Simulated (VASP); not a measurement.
Here is a VASP 6.6.1 calculation.

INCAR

```
SYSTEM = Ir
  PREC = Accurate
  ENCUT = 520
  EDIFF = 1E-6
  ISMEAR = -1
  SIGMA = 0.1
  LREAL = .FALSE.
  LASPH = .TRUE.
  NELM = 100
  ALGO = Normal
  ISIF = 2
  LWAVE = .FALSE.
  LCHARG = .FALSE.
  GGA = PS
  NBANDS = 10
```

The input KPOINTS:

```
Automatic mesh
0
G
  23 23 23
  0 0 0
```

Contents of POSCAR:

```
Ir
1.0
    0.0000000000      1.8632959721      1.8632959721
    1.8632959721      0.0000000000      1.8632959721
    1.8632959721      1.8632959721      0.0000000000
Ir
1
Direct
    0.0000000000      0.0000000000      0.0000000000
```

Potentials or basis: VASP PAW PBE potentials, release 64 (Ir).

Run with:

```sh
$ cat potpaw_PBE.64/Ir/POTCAR > POTCAR
$ mpirun -np 1 vasp_std > vasp.out
```

Problem. Estimate the pressure.

Solution. 41.2 GPa.

Caveat: the PAW data sets were made with another functional, which shifts forces and pressure a little.
